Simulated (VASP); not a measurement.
# W (Cmme) in VASP: further runs, part 2 of 2

VASP 6.6.1. Earlier steps stand in the parts before.

### 3 Single point, PBEsol (the distance across one plane changed)

Input file INCAR:

```
  ALGO = Fast
  EDIFF = 1E-6
  ENCUT = 520
  GGA = PS
  ISIF = 2
  ISMEAR = 0
  LASPH = True
  LCHARG = False
  LREAL = False
  LWAVE = False
  NBANDS = 36
  NELM = 100
  PREC = Accurate
  SIGMA = 0.15
```

Input file KPOINTS:

```
k-points
0
Gamma
  23 23 7
```

Input file POSCAR:

```
W
1.0
   -1.5771801388      1.5771801388     -1.5771801388
   -1.5771801388     -1.5771801388      1.5771801388
    0.0000000000      9.4907010703      9.4907010703
W
4
Direct
    0.0000000000      0.0000000000      0.5816356921
    0.5000000000      0.5000000000      0.0830908132
    0.0000000000      0.0000000000      0.2492724395
    0.5000000000      0.5000000000      0.4154540658
```

Potentials or basis: VASP PAW PBE potentials, release 64 (W_sv).

Command:

```console
$ cat potpaw_PBE.64/W_sv/POTCAR > POTCAR
$ mpirun -np 1 vasp_std > vasp.out
```

OUTCAR:

```text
EDIFF = 1E-6
   ENCUT = 520
   GGA = PS
   ISIF = 2
   ISMEAR = 0
   LASPH = True
   LREAL = False
   NELM = 100
   PREC = Accurate

 ion  position               nearest neighbor table
   1  0.000  0.000  0.582-   4 2.73   4 2.73   4 3.15   4 3.15
   2  0.500  0.500  0.083-   3 2.73   3 2.73   3 3.15   3 3.15
   3  0.000  0.000  0.249-   2 2.73   2 2.73   4 2.73   4 2.73   2 3.15   2 3.15   4 3.15   4 3.15

   4  0.500  0.500  0.415-   1 2.73   3 2.73   1 2.73   3 2.73   1 3.15   3 3.15   1 3.15   3 3.15

  LATTYP: Found a base centered orthorhombic cell.
 ALAT       =     3.1543602776
 B/A-ratio  =     1.4142135624
 C/A-ratio  =     4.2550238365

  Lattice vectors:

 A1 = (  -1.5771801388,   1.5771801388,  -1.5771801388)
 A2 = (  -1.5771801388,  -1.5771801388,   1.5771801388)
 A3 = (   0.0000000000,   9.4907010703,   9.4907010703)

Analysis of symmetry for initial positions (statically):
=====================================================================
 Subroutine PRICEL returns:
 Original cell was already a primitive cell.

 Routine SETGRP: Setting up the symmetry group for a
 base centered orthorhombic supercell.

 Subroutine GETGRP returns: Found  8 space group operations
 (whereof  4 operations were pure point group operations)
 out of a pool of  8 trial point group operations.

The static configuration has the point symmetry C_2v.
 The point group associated with its full space group is D_2h.

Analysis of symmetry for dynamics (positions and initial velocities):
=====================================================================
 Subroutine PRICEL returns:
 Original cell was already a primitive cell.

 Routine SETGRP: Setting up the symmetry group for a
 base centered orthorhombic supercell.

 Subroutine GETGRP returns: Found  8 space group operations
 (whereof  4 operations were pure point group operations)
 out of a pool of  8 trial point group operations.

[... 124 lines left out ...]
     AMIX     =   0.40;   BMIX     =  1.00
     AMIX_MAG =   1.60;   BMIX_MAG =  1.00
  volume/ion in A,a.u.               =      23.61       159.32
  Fermi-wavevector in a.u.,A,eV,Ry     =   1.375405  2.599138 25.738664  1.891738
  Thomas-Fermi vector in A             =   2.500744
   LORBIT       =      0    0 simple, 1 ext, 2 COOP (PROOUT), +10 PAW based schemes
   GGA     = PS    functional components
   LHFCALC =     F    Hartree Fock is set to
   AEXX    =    0.0000 exact exchange contribution
   IVDW    =     0    specifies the selected vdW correction
   LEPSILON=     F    determine dielectric tensor
   LRPA    =     F    only Hartree local field effects (RPA)
 non-spin polarized calculation
 RMM-DIIS sequential band-by-band and
 Gauss-broadening in eV      SIGMA  =   0.15
  energy-cutoff  :      520.00
  volume of cell :       94.43
 maximum number of plane-waves:      2578
   NGX = 11   NGY = 11   NGZ = 49

 number of electron      56.0000014 magnetization

 Free energy of the ion-electron system (eV)
  ---------------------------------------------------
  ext. energy  EPLUGINS =         0.00000000
  ---------------------------------------------------
  free energy    TOTEN  =       -52.06033199 eV

  energy without entropy =      -52.02944242  energy(sigma->0) =      -52.04488721

 E-fermi :   6.0594     XC(G=0): -10.4830

 val. band max:        6.0579529612   @ k =  -0.4783   0.0870   0.0000
 cond. band min:       6.0617744571   @ k =   0.3913  -0.0000   0.4286
 fundamental gap:      0.0038214959
 Fermi energy:         6.0594280580

 k-point     1 :       0.0000    0.0000    0.0000
  band No.  band energies     occupation
      1     -68.1172      2.00000
      2     -68.0510      2.00000
      3     -67.9369      2.00000
      4     -67.9325      2.00000
      5     -32.8632      2.00000
      6     -32.5322      2.00000
[... 925 lines left out ...]
     35       9.4085      0.00000
     36       9.7270      0.00000

 [... further k-points ...]

------------------------ aborting loop because EDIFF is reached ----------------------------------------

  FORCE on cell =-STRESS in cart. coord.  units (eV):
  Direction    XX          YY          ZZ          XY          YZ          ZX
  --------------------------------------------------------------------------------------
  -------------------------------------------------------------------------------------
  Total       -6.2215478     -3.7910805     -3.7910805      0.0000000      0.7629648      0.0000000
  in kB     -105.5572675    -64.3209882    -64.3209882      0.0000000     12.9447651      0.0000000
  external PRESSURE =     -78.0664146 kB  Pullay stress =       0.0000000 kB

 VOLUME and BASIS-vectors are now :
 -----------------------------------------------------------------------------
  energy-cutoff  :      520.00
  volume of cell :       94.43
      direct lattice vectors                 reciprocal lattice vectors
    -1.577180139  1.577180139 -1.577180139    -0.317021492  0.158510746 -0.158510746
    -1.577180139 -1.577180139  1.577180139    -0.317021492 -0.158510746  0.158510746
     0.000000000  9.490701070  9.490701070     0.000000000  0.052683147  0.052683147

 POSITION                                       TOTAL-FORCE (eV/Angst)
 -----------------------------------------------------------------------------------
      0.00000      5.52013      5.52013        -0.000000     -0.466657     -0.466657
     -1.57718      0.78859      0.78859         0.000000      0.466657      0.466657
      0.00000      2.36577      2.36577        -0.000000     -0.482772     -0.482772
     -1.57718      3.94295      3.94295         0.000000      0.482772      0.482772
 -----------------------------------------------------------------------------------
    total drift:                                0.000000     -0.000004     -0.000004

  FREE ENERGIE OF THE ION-ELECTRON SYSTEM (eV)
  ---------------------------------------------------
  free  energy   TOTEN  =       -52.0603319901 eV

  energy  without entropy=      -52.0294424244  energy(sigma->0) =      -52.04488721
```

OSZICAR:

```text
N       E                     dE             d eps       ncg     rms          rms(c)
DAV:   1     0.738635351837E+03    0.73864E+03   -0.34501E+04 41944   0.172E+03
DAV:   2    -0.181755211961E+02   -0.75681E+03   -0.74268E+03 45144   0.551E+02
DAV:   3    -0.540654251342E+02   -0.35890E+02   -0.34700E+02 49980   0.120E+02
DAV:   4    -0.552407682451E+02   -0.11753E+01   -0.11534E+01 52720   0.203E+01
DAV:   5    -0.552696308409E+02   -0.28863E-01   -0.28782E-01 51472   0.340E+00    0.396E+01
RMM:   6    -0.529970924676E+02    0.22725E+01   -0.52308E+00 49573   0.115E+01    0.161E+01
RMM:   7    -0.547083815135E+02   -0.17113E+01   -0.67687E+00 56122   0.103E+01    0.731E+00
RMM:   8    -0.520669249634E+02    0.26415E+01   -0.27477E+00 55148   0.599E+00    0.119E+00
RMM:   9    -0.520510005178E+02    0.15924E-01   -0.32703E-01 55486   0.222E+00    0.686E-01
RMM:  10    -0.520597567324E+02   -0.87562E-02   -0.74688E-02 60841   0.980E-01    0.249E-01
RMM:  11    -0.520593196351E+02    0.43710E-03   -0.17436E-02 58159   0.494E-01    0.150E-01
RMM:  12    -0.520598931123E+02   -0.57348E-03   -0.37983E-03 63690   0.246E-01    0.420E-02
RMM:  13    -0.520601994331E+02   -0.30632E-03   -0.10732E-03 62094   0.122E-01    0.323E-02
RMM:  14    -0.520602905509E+02   -0.91118E-04   -0.30869E-04 55200   0.628E-02    0.182E-02
RMM:  15    -0.520603233266E+02   -0.32776E-04   -0.13477E-04 57742   0.349E-02    0.659E-03
RMM:  16    -0.520603297592E+02   -0.64326E-05   -0.33367E-05 46842   0.149E-02    0.237E-03
RMM:  17    -0.520603315472E+02   -0.17881E-05   -0.11039E-05 40821   0.776E-03    0.117E-03
RMM:  18    -0.520603319901E+02   -0.44289E-06   -0.37293E-06 35048   0.409E-03
   1 F= -.52060332E+02 E0= -.52044887E+02  d E =-.308896E-01
```

stdout:

```text
POSCAR found type information on POSCAR W
 POSCAR found :  1 types and       4 ions
 scaLAPACK will be used
 -----------------------------------------------------------------------------
|                                                                             |
|                                                                             |
|     You enforced a specific xc type in the INCAR file but a different       |
|     I HOPE YOU KNOW WHAT YOU ARE DOING!                                     |
|                                                                             |
 -----------------------------------------------------------------------------

 LDA part: xc-table for (Slater+PW92), standard interpolation
 POSCAR, INCAR and KPOINTS ok, starting setup
 FFT: planning ... GRIDC
 FFT: planning ... GRID_SOFT
 FFT: planning ... GRID
 WAVECAR not read
 entering main loop
WARNING in EDDRMM: call to ZHEGV failed, returncode =   8  4     31
WARNING in EDDRMM: call to ZHEGV failed, returncode =   8  4     31
WARNING in EDDRMM: call to ZHEGV failed, returncode =   8  4     33
WARNING in EDDRMM: call to ZHEGV failed, returncode =   8  4     35
WARNING in EDDRMM: call to ZHEGV failed, returncode =   8  4     31
WARNING in EDDRMM: call to ZHEGV failed, returncode =   8  4     33
WARNING in EDDRMM: call to ZHEGV failed, returncode =   8  4     31
WARNING in EDDRMM: call to ZHEGV failed, returncode =   8  4     31
WARNING in EDDRMM: call to ZHEGV failed, returncode =   6  3     31
WARNING in EDDRMM: call to ZHEGV failed, returncode =   8  4     34
```

It took 49 min on 1 thread of Oxide Virtual Turin-like, shared host; peak memory 1.2 GiB.

Results:

```
Free energy            : -52.0603 eV
Pressure               : -7.8 GPa
Largest force          : 0.683 eV/Å
Band gap on the k mesh : zero (bands 28 and 29 overlap by 2.14 eV)
```

Forces in eV/Å, atoms in the order of the input:
```
W    0.000 -0.467 -0.467
W    0.000  0.467  0.467
W    0.000 -0.483 -0.483
W    0.000  0.483  0.483
```

Levels at points of the mesh, in eV from the Fermi level:
```
           k point  band 24  band 25  band 26  band 27  band 28  band 29  band 30  band 31  band 32  band 33
(0.00, 0.00, 0.00)    -1.67    -1.52    -1.44    -1.29    -0.71    -0.27     0.43     0.91     1.74     1.79
```

Caveat: the cell differs from its parent crystal (the distance across one plane changed); the cell stands under tension; the PAW data sets were made with another functional, which shifts forces and pressure a little; spin-orbit coupling is left out, which moves the levels of the heavy elements.
